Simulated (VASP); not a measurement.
The system is GaC2.

```xyz
6
Lattice="4.0048 0.0000 0.0000 0.0000 4.8879 0.0000 0.0000 0.0000 3.0513" Properties=species:S:1:pos:R:3 pbc="T T T"
Ga    0.0000    0.0000    0.0000
Ga    2.0024    2.4439    1.5257
C     0.8026    1.8510    0.0000
C     3.2023    3.0368    0.0000
C     2.8050    0.5929    1.5257
C     1.1999    4.2950    1.5257
```

```yaml
Program: VASP 6.6.1
Task: relaxation of cell and atoms
Functional: PBE
Potentials_or_basis: VASP PAW PBE potentials, release 64 (Ga_d, C)
Cutoff: 600 eV
k_mesh: 4 × 4 × 6
Occupations: gaussian, width 0.1 eV
Spin: no spin polarisation
```

At the start: pressure 10.8 GPa; volume 9.96 Å³/atom.

How do energy, volume and symmetry change on relaxing?

Over 25 steps the energy falls by 1220.1 meV/atom and the volume is 11.28 Å³/atom (+13.3 %); space group Pnnm (No. 58, to 0.05 Å).

The path:
```csv
step,energy change (eV),largest force (eV/Å),pressure (GPa),volume (Å³)
1,0.0000,3.9703,10.76,59.73
2,-4.0889,6.3814,-11.92,65.57
3,212.5235,549.5085,385.90,83.69
4,-4.2280,6.3052,-12.21,65.81
5,-0.8063,31.7300,41.28,74.65
6,-5.4073,6.0325,-12.97,67.29
7,-6.9763,1.0407,-1.68,70.95
8,-6.9829,1.4263,-5.52,70.30
9,-7.0023,0.7125,-4.02,70.58
10,-6.8629,4.9703,10.07,67.46
11,-7.0534,1.3804,0.44,69.45
12,-7.1349,1.3268,1.19,68.62
13,-7.2659,0.8903,3.98,66.33
14,-7.2743,0.6323,5.39,65.40
15,-7.2913,0.8978,0.40,66.42
16,-7.2962,0.4366,1.94,66.09
17,-7.3083,0.2821,1.13,66.67
18,-7.3156,0.1139,-0.50,67.90
19,-7.3160,0.0892,-0.21,67.66
20,-7.3172,0.0740,-0.22,67.67
21,-7.3197,0.0375,-0.26,67.68
22,-7.3195,0.1011,-0.24,67.71
23,-7.3205,0.0454,-0.24,67.70
24,-7.3203,0.1700,0.30,67.57
25,-7.3206,0.0369,-0.03,67.65
```

Final structure:
```
CELL_PARAMETERS angstrom
4.11074 0.00000 0.00000
0.00000 5.01598 0.00000
0.00000 0.00000 3.28095
ATOMIC_POSITIONS crystal
Ga 0.00000 0.00000 0.00000
Ga 0.50000 0.50000 0.50000
C 0.11083 0.40815 0.00000
C 0.88917 0.59185 0.00000
C 0.61083 0.09185 0.50000
C 0.38917 0.90815 0.50000
```

Caveat: the k points lie up to 0.38 Å⁻¹ apart in the final cell.
